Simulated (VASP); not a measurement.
# S2O (antifluorite type) (Fm-3m) in VASP: single point with PBE

Aim: the single point of S2O (antifluorite type) with PBE.

All numbers are computed with VASP 6.6.1; they aren't measurements. Logs are shortened: lines on timing, memory, paths and dates and some standing lists are left out, and cuts for length are marked.

### 1 The cell of the first run

It takes space group Fm-3m (No. 225, cubic). The conventional cell has a = 5.585 Å, b = 5.585 Å, c = 5.585 Å, α = 90.00°, β = 90.00°, γ = 90.00°. Within 3.2 Å of S (site symmetry -43m) lie 4 O at 2.42 Å and 6 S at 2.79 Å. O (site symmetry m-3m) has 8 S at 2.42 Å within 3.2 Å.

### 2 Single point, PBE

Input file INCAR:

```
PREC     = Accurate       # precision mode
ENCUT    = 520            # plane-wave cutoff, eV
EDIFF    = 1E-7           # SCF threshold, eV
ISMEAR   = -1             # smearing method
SIGMA    = 0.06122561905347299 # smearing width, eV
LREAL    = F              # projectors in reciprocal space
LASPH    = T              # aspherical terms in the spheres
NELM     = 80             # most SCF steps
ALGO     = Normal         # electronic algorithm
ISIF     = 2              # what is computed and relaxed
LWAVE    = F              # write WAVECAR
LCHARG   = F              # write CHGCAR
GGA      = PE             # functional
NBANDS   = 16             # bands
```

Input file KPOINTS:

```
Automatic mesh
0
Gamma
  34 34 34
```

Input file POSCAR:

```
S2O
1.0
    0.0000000000      2.7923587504      2.7923587504
    2.7923587504      0.0000000000      2.7923587504
    2.7923587504      2.7923587504      0.0000000000
S O
2 1
Direct
    0.2500000000      0.2500000000      0.2500000000
    0.7500000000      0.7500000000      0.7500000000
    0.0000000000      0.0000000000      0.0000000000
```

Potentials or basis: VASP PAW PBE potentials, release 64 (S, O).

Command:

```bash
> cat potpaw_PBE.64/S/POTCAR potpaw_PBE.64/O/POTCAR > POTCAR
> mpirun -np 1 vasp_std > vasp.out
```

OUTCAR:

```text
PREC = Accurate
   ENCUT = 520
   EDIFF = 1E-7
   ISMEAR = -1
   LREAL = F
   LASPH = T
   NELM = 80
   ISIF = 2
   GGA = PE

 ion  position               nearest neighbor table
   1  0.250  0.250  0.250-   2 2.79   2 2.79   2 2.79   2 2.79   2 2.79   2 2.79
   2  0.750  0.750  0.750-   1 2.79   1 2.79   1 2.79   1 2.79   1 2.79   1 2.79
   3  0.000  0.000  0.000-

  LATTYP: Found a face centered cubic cell.
 ALAT       =     5.5847175008

  Lattice vectors:

 A1 = (   0.0000000000,   2.7923587504,   2.7923587504)
 A2 = (   2.7923587504,   0.0000000000,   2.7923587504)
 A3 = (   2.7923587504,   2.7923587504,   0.0000000000)

Analysis of symmetry for initial positions (statically):
=====================================================================
 Subroutine PRICEL returns:
 Original cell was already a primitive cell.

 Routine SETGRP: Setting up the symmetry group for a
 face centered cubic supercell.

 Subroutine GETGRP returns: Found 48 space group operations
 (whereof 48 operations were pure point group operations)
 out of a pool of 48 trial point group operations.

The static configuration has the point symmetry O_h .

Analysis of symmetry for dynamics (positions and initial velocities):
=====================================================================
 Subroutine PRICEL returns:
 Original cell was already a primitive cell.

 Routine SETGRP: Setting up the symmetry group for a
 face centered cubic supercell.

 Subroutine GETGRP returns: Found 48 space group operations
 (whereof 48 operations were pure point group operations)
 out of a pool of 48 trial point group operations.

The dynamic configuration has the point symmetry O_h .

 Subroutine INISYM returns: Found 48 space group operations
 (whereof 48 operations are pure point group operations),
 and found     1 'primitive' translations

----------------------------------------------------------------------------------------

                                     Primitive cell

  volume of cell :      43.5455

  direct lattice vectors                    reciprocal lattice vectors
     0.000000000  2.792358750  2.792358750    -0.179060087  0.179060087  0.179060087
     2.792358750  0.000000000  2.792358750     0.179060087 -0.179060087  0.179060087
     2.792358750  2.792358750  0.000000000     0.179060087  0.179060087 -0.179060087

  length of vectors
     3.948991616  3.948991616  3.948991616     0.310141168  0.310141168  0.310141168

  position of ions in fractional coordinates (direct lattice)
     0.250000000  0.250000000  0.250000000
     0.750000000  0.750000000  0.750000000
     0.000000000  0.000000000  0.000000000

  ion indices of the primitive-cell ions
   primitive index   ion index
                 1           1
                 2           2
                 3           3

----------------------------------------------------------------------------------------

 KPOINTS: Automatic mesh

Automatic generation of k-mesh.
 Grid dimensions read from file:
 generate k-points for:   34   34   34

 Generating k-lattice:

  Cartesian coordinates                     Fractional coordinates (reciprocal lattice)
    -0.005266473  0.005266473  0.005266473     0.029411765  0.000000000  0.000000000
     0.005266473 -0.005266473  0.005266473     0.000000000  0.029411765  0.000000000
     0.005266473  0.005266473 -0.005266473     0.000000000  0.000000000  0.029411765

  Length of vectors
     0.009121799  0.009121799  0.009121799

  Shift w.r.t. Gamma in fractional coordinates (k-lattice)
     0.000000000  0.000000000  0.000000000

 Subroutine IBZKPT returns following result:
 ===========================================

 Found   1059 irreducible k-points:

 Following reciprocal coordinates:
            Coordinates               Weight
  0.000000  0.000000  0.000000      1.000000
  0.029412  0.000000  0.000000      8.000000
  0.058824  0.000000  0.000000      8.000000
  0.088235  0.000000  0.000000      8.000000
  0.117647  0.000000  0.000000      8.000000
  0.147059  0.000000  0.000000      8.000000
[... 16 lines left out ...]
  0.147059  0.029412  0.000000     24.000000
  0.176471  0.029412  0.000000     24.000000
 [... further k-points ...]
   k-points           NKPTS =   1059   k-points in BZ     NKDIM =   1059   number of bands    NBANDS=     16
   number of dos      NEDOS =    301   number of ions     NIONS =      3
   total plane-waves  NPLWV =  27000
   dimension x,y,z NGX =    30 NGY =   30 NGZ =   30
   dimension x,y,z NGXF=    60 NGYF=   60 NGZF=   60
   ions per type =               2   1
   NGX,Y,Z   is equivalent  to a cutoff of  12.63, 12.63, 12.63 a.u.
   NGXF,Y,Z  is equivalent  to a cutoff of  25.26, 25.26, 25.26 a.u.
 SYSTEM =  unknown system
   PREC   = accura    normal or accurate (medium, high low for compatibility)
   ISTART =      0    job   : 0-new  1-cont  2-samecut
   ICHARG =      2    charge: 1-file 2-atom 10-const
   ISPIN  =      1    spin polarized calculation?
   LNONCOLLINEAR =      F non collinear calculations
   LSORBIT =      F    spin-orbit coupling
   LASPH  =      T    aspherical Exc in radial PAW
   ENCUT  =  520.0 eV  38.22 Ry    6.18 a.u.   7.34  7.34  7.34*2*pi/ulx,y,z
   NELM   =     80;   NELMIN=  2; NELMDL= -5     # of ELM steps
   EDIFF  = 0.1E-06   stopping-criterion for ELM
   LREAL  =      F    real-space projection
   EDIFFG = 0.1E-05   stopping-criterion for IOM
   NSW    =      0    number of steps for IOM
   IBRION =     -1    ionic relax: 0-MD 1-quasi-New 2-CG
   NFREE  =      0    steps in history (QN), initial steepest desc. (CG)
   ISIF   =      2    stress and relaxation
   ISYM   =      2    0-nonsym 1-usesym 2-fastsym
   POTIM  = 0.5000    time-step for ionic-motion
   TEBEG  =    0.0;   TEEND  =   0.0 temperature during run
   PSTRESS=    0.0 pullay stress
   NELECT =      18.0000    total number of electrons
   NUPDOWN=      -1.0000    fix difference up-down
   EMIN   =  10.00;   EMAX   =-10.00  energy-range for DOS
   EFERMI =   0.00;   METHOD = LEGACY
   ISMEAR =    -1;   SIGMA  =   0.06  broadening in eV -4-tet -1-fermi 0-gaus
   EFERMI_NEDOS =   21; number of points for ismear=-14 and -15
   IALGO  =     38    algorithm
   IMIX   =      4    mixing-type and parameters
     AMIX     =   0.40;   BMIX     =  1.00
     AMIX_MAG =   1.60;   BMIX_MAG =  1.00
  volume/ion in A,a.u.               =      14.52        97.95
  Fermi-wavevector in a.u.,A,eV,Ry     =   1.219507  2.304535 20.234563  1.487198
  Thomas-Fermi vector in A             =   2.354757
   LORBIT       =      0    0 simple, 1 ext, 2 COOP (PROOUT), +10 PAW based schemes
   GGA     = PE    functional components
   LHFCALC =     F    Hartree Fock is set to
   AEXX    =    0.0000 exact exchange contribution
   IVDW    =     0    specifies the selected vdW correction
   LEPSILON=     F    determine dielectric tensor
   LRPA    =     F    only Hartree local field effects (RPA)
 non-spin polarized calculation
  energy-cutoff  :      520.00
  volume of cell :       43.55
 maximum number of plane-waves:      1218
 NGX is ok and might be reduce to    30
   NGX = 15   NGY = 15   NGZ = 15

 number of electron      18.0000001 magnetization

 Free energy of the ion-electron system (eV)
  ---------------------------------------------------
  ext. energy  EPLUGINS =         0.00000000
  ---------------------------------------------------
  free energy    TOTEN  =        -9.02454606 eV

  energy without entropy =       -8.99934036  energy(sigma->0) =       -9.01194321

 E-fermi :   5.5529     XC(G=0): -10.7090

 val. band max:        5.5519543879   @ k =  -0.3824   0.3824   0.1471
 cond. band min:       5.5542788447   @ k =   0.3824   0.1471   0.0294
 fundamental gap:      0.0023244568
 Fermi energy:         5.5528609984

 k-point     1 :       0.0000    0.0000    0.0000
  band No.  band energies     occupation
      1     -13.4015      2.00000
      2      -7.3620      2.00000
      3      -4.3622      2.00000
      4       1.7617      2.00000
      5       1.7617      2.00000
      6       1.7617      2.00000
[... 8 lines left out ...]
     15      15.0448      0.00000
     16      15.5760      0.00000

 k-point     2 :       0.0294    0.0000    0.0000
  band No.  band energies     occupation
      1     -13.3957      2.00000
      2      -7.3668      2.00000
      3      -4.3798      2.00000
      4       1.6188      2.00000
      5       1.7086      2.00000
      6       1.7086      2.00000
[... 8 lines left out ...]
     15      15.0217      0.00000
     16      15.5806      0.00000

 k-point     3 :       0.0588    0.0000    0.0000
  band No.  band energies     occupation
      1     -13.3783      2.00000
      2      -7.3807      2.00000
      3      -4.4326      2.00000
      4       1.4188      2.00000
      5       1.6006      2.00000
      6       1.6006      2.00000
[... 8 lines left out ...]
     15      14.9535      0.00000
     16      15.5952      0.00000

 k-point     4 :       0.0882    0.0000    0.0000
  band No.  band energies     occupation
      1     -13.3495      2.00000
      2      -7.4032      2.00000
      3      -4.5200      2.00000
      4       1.2540      2.00000
      5       1.4810      2.00000
      6       1.4810      2.00000
[... 8 lines left out ...]
     15      14.8455      0.00000
     16      15.6198      0.00000
[... 324 lines left out ...]
 k-point    22 :       0.1176    0.0294    0.0000
  band No.  band energies     occupation
      1     -13.3193      2.00000
      2      -7.4265      2.00000
      3      -4.6095      2.00000
      4       1.1402      2.00000
      5       1.2361      2.00000
      6       1.5543      2.00000
[... 8 lines left out ...]
     15      14.7377      0.00000
     16      15.6470      0.00000

 k-point    23 :       0.1471    0.0294    0.0000
  band No.  band energies     occupation
      1     -13.2731      2.00000
      2      -7.4606      2.00000
      3      -4.7490      2.00000
      4       1.0589      2.00000
      5       1.1230      2.00000
      6       1.4429      2.00000
[... 8 lines left out ...]
     15      14.5890      0.00000
     16      15.6952      0.00000

 k-point    24 :       0.1765    0.0294    0.0000
  band No.  band energies     occupation
      1     -13.2175      2.00000
      2      -7.4996      2.00000
      3      -4.9153      2.00000
      4       1.0187      2.00000
      5       1.0278      2.00000
      6       1.3336      2.00000
[... 8 lines left out ...]
     15      14.4482      0.00000
     16      15.7479      0.00000

 [... further k-points ...]
[... 5 lines left out ...]
  --------------------------------------------------------------------------------------
  -------------------------------------------------------------------------------------
  Total       -0.4903907     -0.4903907     -0.4903907      0.0000000      0.0000000      0.0000000
  in kB      -18.0430186    -18.0430186    -18.0430186      0.0000000      0.0000000      0.0000000
  external PRESSURE =     -18.0430186 kB  Pullay stress =       0.0000000 kB

 VOLUME and BASIS-vectors are now :
 -----------------------------------------------------------------------------
  energy-cutoff  :      520.00
  volume of cell :       43.55
      direct lattice vectors                 reciprocal lattice vectors
     0.000000000  2.792358750  2.792358750    -0.179060087  0.179060087  0.179060087
     2.792358750  0.000000000  2.792358750     0.179060087 -0.179060087  0.179060087
     2.792358750  2.792358750  0.000000000     0.179060087  0.179060087 -0.179060087

 POSITION                                       TOTAL-FORCE (eV/Angst)
 -----------------------------------------------------------------------------------
      1.39618      1.39618      1.39618         0.000000      0.000000      0.000000
      4.18854      4.18854      4.18854        -0.000000     -0.000000     -0.000000
      0.00000      0.00000      0.00000         0.000000     -0.000000      0.000000
 -----------------------------------------------------------------------------------
    total drift:                                0.000000     -0.000000     -0.000000

  FREE ENERGIE OF THE ION-ELECTRON SYSTEM (eV)
  ---------------------------------------------------
  free  energy   TOTEN  =        -9.0245460635 eV

  energy  without entropy=       -8.9993403618  energy(sigma->0) =       -9.01194321
```

Wall time 27 min (1 thread of Intel Xeon 8259CL, shared host); peak memory 0.64 GiB.

What came out:

```yaml
Free_energy: -9.0245 eV
Pressure: -1.8 GPa
Band_gap_on_the_k_mesh: zero (bands 9 and 10 overlap by 1.54 eV)
```
